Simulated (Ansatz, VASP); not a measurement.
## Zr2N: VASP beside Ansatz

```
Zr N
1.0
     5.37005    0.00000    0.00000
     0.00000    5.37005    0.00000
     0.00000    0.00000    3.53443
Zr N
4 2
Direct
  0.29625 0.29625 0.00000
  0.70375 0.70375 0.00000
  0.79625 0.20375 0.50000
  0.20375 0.79625 0.50000
  0.00000 0.00000 0.00000
  0.50000 0.50000 0.50000
```

Change from the starting cell: strain +0.000 along x and y, +0.080 along z, atoms carried along.

Alike in both runs: task single point; functional PBEsol; k mesh 10 × 10 × 14; occupations gaussian, width 0.15 eV; no spin polarisation.

```csv
,VASP,Ansatz
version,VASP 6.6.1,Ansatz 0.2.0
potentials or method,"VASP PAW PBE potentials, release 64 (Zr_sv, N), cutoff 520 eV","scalar-relativistic, plane waves, PAW"
valence electrons in the cell,58,58
```

```csv
,VASP,Ansatz,Ansatz less VASP
gap on the k mesh at the Fermi level (eV),none,none,-
pressure (GPa),-12.3,-12.5,-0.19
"traceless stress, the component that is largest in VASP (GPa)",-10.52,-10.53,-0.007
rms of the force components (eV/Å),0.077,0.077,+0.0001
```

VASP's potentials were made for PBE, not for PBEsol. Atom by atom the forces differ by 0.000 eV/Å (rms over components). A gap of «none» marks a metal or a gap that the smearing closes.
